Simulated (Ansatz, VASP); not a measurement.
# One calculation of Y, two programs

```xyz
1
Lattice="3.2836 0.0000 0.0000 0.0000 3.2836 0.0000 0.0000 0.0000 3.1902" Properties=species:S:1:pos:R:3 pbc="T T T"
Y     0.0000    0.0000    0.0000
```

Alike in both runs: task relaxation of cell and atoms; functional PBE; k mesh 16 × 16 × 18; occupations gaussian, width 0.1 eV; no spin polarisation.

|  | VASP | Ansatz |
| --- | --- | --- |
| version | VASP 6.6.1 | Ansatz 0.2.0 |
| potentials or method | VASP PAW PBE potentials, release 64 (Y_sv), cutoff 500 eV | scalar-relativistic, plane waves, PAW |
| valence electrons in the cell | 11 | 11 |

```tsv
	VASP	Ansatz	Ansatz less VASP
gap on the k mesh at the Fermi level, each at its own relaxed structure (eV)	none	none	-
relaxed volume (Å³/atom)	34.71	34.79	+0.085
relaxed cell length with the largest relative difference (Å)	3.269	3.272	+0.0031
```

A gap of «none» marks a metal or a gap that the smearing closes.
